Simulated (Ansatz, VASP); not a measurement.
Sr: VASP beside Ansatz

```
Sr
1.0
     0.00000    2.79351    2.79351
     2.79351    0.00000    2.79351
     2.79351    2.79351    0.00000
Sr
1
Direct
  0.00000 0.00000 0.00000
```

Change from the starting cell: volume scaled by 0.84, LAPW.

Alike in both runs: task single point; functional PBEsol; k mesh 11 × 11 × 11; occupations fermi-dirac, width 0.05 eV; no spin polarisation.

|  | VASP | Ansatz |
| --- | --- | --- |
| version | VASP 6.6.1 | Ansatz 0.2.0 |
| potentials or method | VASP PAW PBE potentials, release 64 (Sr_sv), cutoff 520 eV | all-electron LAPW, scalar-relativistic |

|  | VASP | Ansatz | Ansatz less VASP |
| --- | --- | --- | --- |
| pressure (GPa) | 2.9 | 2.9 | -0.03 |

VASP's potentials were made for PBE, not for PBEsol. Ansatz ran all-electron here, and VASP with PAW potentials.
